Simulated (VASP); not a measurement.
# SiMo12 in VASP: settings compared, part 2 of 2

VASP 6.6.1. The steps go on from the part before.

**4. Single point, LDA**

Input file INCAR:

```
PREC = Accurate ; ENCUT = 520
EDIFF = 1E-7 ; ISMEAR = 0
SIGMA = 0.1 ; LREAL = F
LASPH = T ; NELM = 100
ALGO = Normal ; ISIF = 2
LWAVE = F ; LCHARG = F
LDIPOL = T ; IDIPOL = 3
DIPOL = 0.5 0.5 0.328 ; NBANDS = 98
```

Input file KPOINTS:

```
Automatic mesh
0
Gamma
  5 5 1
```

Input file POSCAR:

```
SiMo12
1.0
    5.4740406976      0.0000000000      0.0000000000
   -1.8246802325      5.1609750637      0.0000000000
    0.0000000000      0.0000000000     19.8082144280
Mo Si
12 1
Direct
    0.2500000000      0.2500000000      0.2019364246
    0.2500000000      0.7500000000      0.2019364246
    0.7500000000      0.2500000000      0.2019364246
    0.7500000000      0.7500000000      0.2019364246
    0.0000000000      0.0000000000      0.3106872620
    0.0000000000      0.5000000000      0.3106872620
    0.5000000000      0.0000000000      0.3106872620
    0.5000000000      0.5000000000      0.3106872620
    0.2500000000      0.2500000000      0.4194327792
    0.2500000000      0.7500000000      0.4194327792
    0.7500000000      0.2500000000      0.4194327792
    0.7500000000      0.7500000000      0.4194327792
    0.3333333333      0.3333333333      0.5308103035
```

Potentials or basis: VASP PAW LDA potentials, release 64 (Mo_sv, Si).

On the command line:

```
$ cat potpaw_LDA.64/Mo_sv/POTCAR potpaw_LDA.64/Si/POTCAR > POTCAR
$ mpirun -np 1 vasp_std > vasp.out
```

OUTCAR:

```text
PREC = Accurate
   ENCUT = 520
   EDIFF = 1E-7
   ISMEAR = 0
   LREAL = F
   LASPH = T
   NELM = 100
   ISIF = 2

 ion  position               nearest neighbor table
   1  0.250  0.250  0.202-   5 2.67   8 2.67   3 2.74   3 2.74   2 2.74   2 2.74   7 3.10   6 3.10
                             4 3.16   4 3.16
   2  0.250  0.750  0.202-   6 2.67   7 2.67   4 2.74   4 2.74   1 2.74   1 2.74   5 3.10   8 3.10
                             3 3.16   3 3.16
   3  0.750  0.250  0.202-   6 2.67   7 2.67   1 2.74   1 2.74   4 2.74   4 2.74   5 3.10   8 3.10
                             2 3.16   2 3.16
   4  0.750  0.750  0.202-   5 2.67   8 2.67   2 2.74   2 2.74   3 2.74   3 2.74   7 3.10   6 3.10
                             1 3.16   1 3.16
   5  0.000  0.000  0.311-   9 2.67  12 2.67   1 2.67   4 2.67   7 2.74   7 2.74   6 2.74   6 2.74
                            11 3.10  10 3.10   3 3.10   2 3.10   8 3.16   8 3.16
   6  0.000  0.500  0.311-  10 2.67  11 2.67   2 2.67   3 2.67   8 2.74   8 2.74   5 2.74   5 2.74
                             9 3.10  12 3.10   1 3.10   4 3.10   7 3.16   7 3.16
   7  0.500  0.000  0.311-  10 2.67  11 2.67   2 2.67   3 2.67   5 2.74   5 2.74   8 2.74   8 2.74
                             9 3.10  12 3.10   1 3.10   4 3.10   6 3.16   6 3.16
   8  0.500  0.500  0.311-   9 2.67  12 2.67   1 2.67   4 2.67   6 2.74   6 2.74   7 2.74   7 2.74
                            11 3.10  10 3.10   3 3.10   2 3.10   5 3.16   5 3.16
   9  0.250  0.250  0.419-  13 2.27   8 2.67   5 2.67  11 2.74  11 2.74  10 2.74  10 2.74   6 3.10
                             7 3.10  12 3.16  12 3.16
  10  0.250  0.750  0.419-   6 2.67   7 2.67  12 2.74  12 2.74   9 2.74   9 2.74   5 3.10   8 3.10
                            11 3.16  11 3.16  13 3.31
  11  0.750  0.250  0.419-   6 2.67   7 2.67   9 2.74   9 2.74  12 2.74  12 2.74   5 3.10   8 3.10
                            10 3.16  10 3.16  13 3.31
  12  0.750  0.750  0.419-   5 2.67   8 2.67  10 2.74  10 2.74  11 2.74  11 2.74   7 3.10   6 3.10
                             9 3.16   9 3.16
  13  0.333  0.333  0.531-   9 2.27  11 3.31  10 3.31

  LATTYP: Found a base centered orthorhombic cell.
 ALAT       =     6.3208777407
 B/A-ratio  =     1.4142135624
 C/A-ratio  =     3.1337759154

  Lattice vectors:

 A1 = (   5.4740406976,   0.0000000000,   0.0000000000)
 A2 = (  -1.8246802325,   5.1609750637,   0.0000000000)
[... 183 lines left out ...]
  free energy    TOTEN  =      -139.25120587 eV

  energy without entropy =     -139.18404966  energy(sigma->0) =     -139.21762777

 E-fermi :   1.2970     XC(G=0):  -6.0566

 val. band max:        1.2891899383   @ k =   0.0000   0.0000   0.0000
 cond. band min:       1.3056297670   @ k =  -0.2000   0.2000   0.0000
 fundamental gap:      0.0164398287
 Fermi energy:         1.2970422079

 k-point     1 :       0.0000    0.0000    0.0000
  band No.  band energies     occupation
      1     -59.5630      2.00000
      2     -59.3793      2.00000
      3     -59.3737      2.00000
      4     -59.3183      2.00000
      5     -59.3049      2.00000
      6     -59.2516      2.00000
[... 898 lines left out ...]
     97       2.1555      0.00000
     98       2.2149      0.00000

------------------------ aborting loop because EDIFF is reached ----------------------------------------

 vacuum level on the upper side and lower side of the slab       (xc-potential included)        -0.073        -0.160

  FORCE on cell =-STRESS in cart. coord.  units (eV):
  Direction    XX          YY          ZZ          XY          YZ          ZX
  --------------------------------------------------------------------------------------
  -------------------------------------------------------------------------------------
  Total      -24.2467968    -24.0109993     -7.4514705      0.3334680      1.3362926      0.9449017
  in kB      -69.4192382    -68.7441436    -21.3337626      0.9547280      3.8258421      2.7052792
  external PRESSURE =     -53.1657148 kB  Pullay stress =       0.0000000 kB

 VOLUME and BASIS-vectors are now :
 -----------------------------------------------------------------------------
  energy-cutoff  :      520.00
  volume of cell :      559.61
      direct lattice vectors                 reciprocal lattice vectors
     5.474040698  0.000000000  0.000000000     0.182680410  0.064587278  0.000000000
    -1.824680232  5.160975064  0.000000000     0.000000000  0.193761835  0.000000000
     0.000000000  0.000000000 19.808214428     0.000000000  0.000000000  0.050484106

 POSITION                                       TOTAL-FORCE (eV/Angst)
 -----------------------------------------------------------------------------------
      0.91234      1.29024      4.00000         0.014167      0.020035      0.606708
      0.00000      3.87073      4.00000        -0.017642      0.019681      0.477523
      3.64936      1.29024      4.00000         0.024436     -0.010072      0.477523
      2.73702      3.87073      4.00000         0.017287      0.024447      0.765545
      0.00000      0.00000      6.15416        -0.087459     -0.123685     -0.469548
     -0.91234      2.58049      6.15416        -0.172390      0.017626     -0.075281
      2.73702      0.00000      6.15416         0.074081     -0.156656     -0.075281
      1.82468      2.58049      6.15416         0.212155      0.300032     -0.557546
      0.91234      1.29024      8.30821        -0.492709     -0.696796     -1.266342
      0.00000      3.87073      8.30821         0.107893     -0.231181      0.204494
      3.64936      1.29024      8.30821        -0.253924      0.024662      0.204494
      2.73702      3.87073      8.30821         0.045188      0.063905     -0.354709
      1.21645      1.72033     10.51440         0.528918      0.748003      0.062419
 -----------------------------------------------------------------------------------
    total drift:                                0.000089      0.000126      0.000862

  FREE ENERGIE OF THE ION-ELECTRON SYSTEM (eV)
  ---------------------------------------------------
  free  energy   TOTEN  =      -139.2512058747 eV

  energy  without entropy=     -139.1840496578  energy(sigma->0) =     -139.21762777

 vacuum level on the upper side and lower side of the slab         6.239         6.143
```

OSZICAR:

```text
N       E                     dE             d eps       ncg     rms          rms(c)
DAV:   1     0.204862648410E+04    0.20486E+04   -0.10604E+05  2212   0.159E+03
DAV:   2    -0.553784399727E+02   -0.21040E+04   -0.20671E+04  1918   0.497E+02
DAV:   3    -0.145722829612E+03   -0.90344E+02   -0.87136E+02  2456   0.862E+01
[... 28 lines left out ...]
DAV:  32    -0.139251204492E+03   -0.27245E-05   -0.18657E-07  1248   0.973E-04    0.709E-04
DAV:  33    -0.139251205230E+03   -0.73829E-06   -0.56405E-08  1240   0.701E-04    0.477E-04
DAV:  34    -0.139251205737E+03   -0.50635E-06   -0.55300E-08  1232   0.424E-04    0.277E-04
DAV:  35    -0.139251205849E+03   -0.11276E-06   -0.15683E-08  1128   0.306E-04    0.123E-04
DAV:  36    -0.139251205875E+03   -0.25386E-07   -0.31765E-09  1080   0.206E-04
   1 F= -.13925121E+03 E0= -.13921763E+03  d E =-.671562E-01
```

stdout:

```text
POSCAR found type information on POSCAR MoSi
 POSCAR found :  2 types and      13 ions
 scaLAPACK will be used
 LDA part: xc-table for (Slater(with rela. corr.)+CA(PZ))
 , standard interpolation
 POSCAR, INCAR and KPOINTS ok, starting setup
 FFT: planning ... GRIDC
 FFT: planning ... GRID_SOFT
 FFT: planning ... GRID
 WAVECAR not read
 entering main loop
```

Run time: 30 min. Hardware: 1 thread of Intel Xeon Platinum 8375C at 2.90GHz (Ice Lake), shared host; peak memory 0.64 GiB.

Results:

| Item | Value |
| --- | --- |
| Free energy | -139.2512 eV |
| Largest force | 1.527 eV/Å |
| Band gap on the k mesh | zero (band 86 reaches 2.46 eV, above the bottom of band 87 at 0.81 eV) |

Forces in eV/Å, atoms in the order of the input:
```
Mo   0.014  0.020  0.607
Mo  -0.018  0.020  0.478
Mo   0.024 -0.010  0.478
Mo   0.017  0.024  0.766
Mo  -0.087 -0.124 -0.470
Mo  -0.172  0.018 -0.075
Mo   0.074 -0.157 -0.075
Mo   0.212  0.300 -0.558
Mo  -0.493 -0.697 -1.266
Mo   0.108 -0.231  0.204
Mo  -0.254  0.025  0.204
Mo   0.045  0.064 -0.355
Si   0.529  0.748  0.062
```
